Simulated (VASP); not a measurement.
InPd:

```
In Pd
1.0
     3.20509    0.00000    0.00000
     0.00000    3.20509    0.00000
     0.00000    0.00000    3.20509
In Pd
1 1
Direct
  0.00000 0.00000 0.00000
  0.50000 0.50000 0.50000
```

Program: VASP 6.6.1. Alike in all runs: task single point; no spin polarisation; cell as given; k mesh 8 × 8 × 8; cutoff (eV) 520; smearing fermi-dirac 0.05 eV.

**Question.** Order these runs on this cell by their pressure, lowest first.
A. level PBEsol; potentials or basis VASP PAW PBE potentials, release 64 (In_d, Pd)
B. level LDA; potentials or basis VASP PAW LDA potentials, release 64 (In_d, Pd)
C. level r2SCAN; potentials or basis VASP PAW PBE potentials, release 64 (In_d, Pd)
D. level PBE; potentials or basis VASP PAW PBE potentials, release 64 (In_d, Pd)

**Answer.** B (1.9 GPa), A (6.2 GPa), C (9.8 GPa), D (13.5 GPa).

Caveats: the PAW data sets were made with another functional, which shifts forces and pressure a little (some runs).
